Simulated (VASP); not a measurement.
Runs of VASP 6.6.1 on TlCl. It takes space group Pm-3m (No. 221, cubic). The conventional cell has a = 3.839 Å, b = 3.839 Å, c = 3.839 Å, α = 90.00°, β = 90.00°, γ = 90.00°. Within 4.4 Å of Tl (site symmetry m-3m) lie 8 Cl at 3.32 Å and 6 Tl at 3.84 Å. Within 4.4 Å of Cl (site symmetry m-3m) lie 8 Tl at 3.32 Å and 6 Cl at 3.84 Å. 

```tsv
level	cutoff (eV)	smearing	grid for exact exchange (PRECFOCK)	share of exact exchange	screening parameter	gap on the mesh (eV)	pressure (GPa)
HF	400	gaussian 0.01 eV	Normal	1	-	(b)	5.5
HSE06	400	gaussian 0.01 eV	Normal	0.25	0.2079 1/Å	2.85	0.8
HSE06	400	fermi-dirac 0.001 eV	Normal	0.25	0.2079 1/Å	2.85	0.8
PBE-based screened hybrid with 10 % exact exchange	400	gaussian 0.01 eV	Normal	0.1	0.3 1/Å	(a)	1.0
PBE	500	gaussian 0.01 eV	-	-	-	2.09	1.2
```

Alike in all rows: task single point; potentials or basis VASP PAW PBE potentials, release 64 (Tl_d, Cl); no spin polarisation; cell as given; k mesh 4 × 4 × 4.

Estimate the missing entries.

(a) 2.32; (b) 8.34.

Caveats: spin-orbit coupling is left out, which moves the levels of the heavy elements; the PAW data sets were made with another functional, which shifts forces and pressure a little (at least some runs); the cell stands under pressure (at least some runs).

A k mesh can miss the band edges, and the runs leave out spin-orbit coupling on Tl.
